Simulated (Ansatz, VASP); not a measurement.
# Two plane-wave programs on LiF

```
Li F
1.0
     3.23506    0.00000    0.00000
    -1.61753    2.80165    0.00000
     0.00000    0.00000    5.02461
Li F
2 2
Cartesian
  0.0000 1.8678 -0.0301
  1.6175 0.9339 2.4822
  0.0000 1.8678 1.9143
  1.6175 0.9339 4.4266
```

Change from the starting cell: hydrostatic strain +5.0%.

Alike in both runs: task single point; functional r2SCAN; k mesh 12 × 12 × 6; no spin polarisation.

|  | VASP | Ansatz |
| --- | --- | --- |
| version | VASP 6.6.1 | Ansatz 0.2.0 |
| potentials or method | VASP PAW PBE potentials, release 64 (Li_sv, F) | plane waves, PAW |
| plane-wave cutoff (eV) | 520 | 500 |
| occupations | gaussian, width 0.01 eV | fixed |
| valence electrons in the cell | 20 | 20 |

|  | VASP | Ansatz | Ansatz less VASP |
| --- | --- | --- | --- |
| gap on the k mesh at the Fermi level (eV) | 7.92 | 7.83 | -0.091 |
| rms of the force components (eV/Å) | 0.018 | 0.001 | -0.0169 |

VASP's potentials were made for PBE, not for r2SCAN. Atom by atom the forces differ by 0.017 eV/Å (rms over components).

Noted on VASP's run: the cutoff is under 1.25 times that of the potentials, so the pressure is a little rough.
